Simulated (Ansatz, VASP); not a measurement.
**TiW14 in VASP and in Ansatz**

```xyz
15
Lattice="6.3200 0.0000 0.0000 0.0000 6.3200 0.0000 0.0000 0.0000 6.3200" Properties=species:S:1:pos:R:3 pbc="T T T"
Ti    1.5300   -1.5300   -1.5300
W     3.1861    0.0112    0.0112
W    -0.0112    3.1339    0.0112
W    -0.0112    0.0112    3.1339
W     1.5549    1.5450    1.5450
W     3.1546    3.1654   -0.0045
W     3.1546   -0.0045    3.1654
W     4.7430    1.5770    1.5770
W     0.0045    3.1654    3.1654
W     1.5752    4.7448    1.5763
W     1.5752    1.5763    4.7448
W     3.1705    3.1495    3.1495
W     4.7750    4.7651    1.5450
W     4.7750    1.5450    4.7651
W     4.7437    4.7448    4.7448
```

Alike in both runs: functional PBE; dispersion D3(BJ); k mesh 3 × 3 × 3; occupations fermi-dirac, width 0.1 eV; no spin polarisation.

Ansatz relaxed the structure, and its values are those at the end. VASP's run is a single point on that final structure, the one shown.

```csv
,VASP,Ansatz
version,VASP 6.6.1,Ansatz 0.2.0
potentials or method,"VASP PAW PBE potentials, release 64 (Ti_sv, W_sv), cutoff 520 eV","scalar-relativistic, plane waves, PAW"
valence electrons in the cell,208,208
```

```csv
,VASP,Ansatz,Ansatz less VASP
rms of the force components (eV/Å),0.010,0.006,-0.0037
```

Spin-orbit coupling is off throughout.
